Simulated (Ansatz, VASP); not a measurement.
## One calculation of Al12O, two programs

File INCAR:

```
  ALGO = Normal
  DIPOL = 0.5 0.5 0.306
  EDIFF = 1E-7
  ENCUT = 520
  GGA = PE
  IDIPOL = 3
  ISIF = 2
  ISMEAR = 0
  ISPIN = 2
  LASPH = T
  LCHARG = T
  LDIPOL = T
  LELF = T
  LORBIT = 11
  LREAL = F
  LVACPOTAV = T
  LVHAR = T
  LWAVE = F
  MAGMOM = 0 0 0 0 0 0 0 0 0 0 0 0 2
  NBANDS = 37
  NELM = 150
  PREC = Accurate
  SIGMA = 0.1
```

KPOINTS

```
k-points
0
Gamma
  5 5 1
```

File POSCAR:

```
Al12O
1.0
    5.7143028096      0.0000000000      0.0000000000
    0.0000000000      5.7143028096      0.0000000000
    0.0000000000      0.0000000000     21.1750228481
Al O
12 1
Direct
    0.2500000000      0.2500000000      0.1889018033
    0.2500000000      0.7500000000      0.1889018033
    0.7500000000      0.2500000000      0.1889018033
    0.7500000000      0.7500000000      0.1889018033
    0.0000000000      0.0000000000      0.2873686073
    0.0000000000      0.5000000000      0.2873686073
    0.5000000000      0.0000000000      0.2873686073
    0.5000000000      0.5000000000      0.2873686073
    0.2500000000      0.2500000000      0.3860691394
    0.2500000000      0.7500000000      0.3860691394
    0.7500000000      0.2500000000      0.3860691394
    0.7500000000      0.7500000000      0.3860691394
    0.2500000000      0.2500000000      0.5244397103
```

Input for Ansatz:

```yaml
crystal:
  lattice:
    - [5.7143028096, 0.0, 0.0]
    - [0.0, 5.7143028096, 0.0]
    - [0.0, 0.0, 21.1750228481]
  atoms:
    - { symbol: Al, position: [0.25, 0.25, 0.1889018033] }
    - { symbol: Al, position: [0.25, 0.75, 0.1889018033] }
    - { symbol: Al, position: [0.75, 0.25, 0.1889018033] }
    - { symbol: Al, position: [0.75, 0.75, 0.1889018033] }
    - { symbol: Al, position: [0.0, 0.0, 0.2873686073] }
    - { symbol: Al, position: [0.0, 0.5, 0.2873686073] }
    - { symbol: Al, position: [0.5, 0.0, 0.2873686073] }
    - { symbol: Al, position: [0.5, 0.5, 0.2873686073] }
    - { symbol: Al, position: [0.25, 0.25, 0.3860691394] }
    - { symbol: Al, position: [0.25, 0.75, 0.3860691394] }
    - { symbol: Al, position: [0.75, 0.25, 0.3860691394] }
    - { symbol: Al, position: [0.75, 0.75, 0.3860691394] }
    - { symbol: O, position: [0.25, 0.25, 0.5244397103], spin: 2.0 }
basis:
  ecutwfc: 420
kpoints:
  mp_grid: { grid: [5, 5, 1] }
hamiltonian:
  xc: pbe
scf:
  occupations: { method: gaussian, width: 0.1 }
output:
  forces: true
  eigenvalues: true
  populations: true
magnetization:
  spin_polarized: true
efield:
  axis: 3
  dipole_correction: true
  ramp_width: 0.04
```

Alike in both runs: task single point; functional PBE; k mesh 5 × 5 × 1; occupations gaussian, width 0.1 eV; collinear spin.

|  | VASP | Ansatz |
| --- | --- | --- |
| version | VASP 6.6.1 | Ansatz 0.2.0 |
| potentials or method | VASP PAW PBE potentials, release 64 (Al, O), cutoff 520 eV | scalar-relativistic, plane waves, PAW |
| valence electrons in the cell | 42 | 42 |

```tsv
	VASP	Ansatz	Ansatz less VASP
gap on the k mesh at the Fermi level (eV)	none	none	-
rms of the force components (eV/Å)	0.258	0.260	+0.0015
net moment per atom (μB)	0.12	0.12	0.000
size of the moment on the site where the two differ most (μB)	1.21	1.50	+0.288
work function, face that differs most (eV)	6.67	6.68	+0.004
```

Site moments also hang on the region over which each program counts them. Atom by atom the forces differ by 0.002 eV/Å (rms over components). A gap of «none» marks a metal or a gap that the smearing closes. The functional is the same, so the differences come from potentials, cutoffs and numerics.
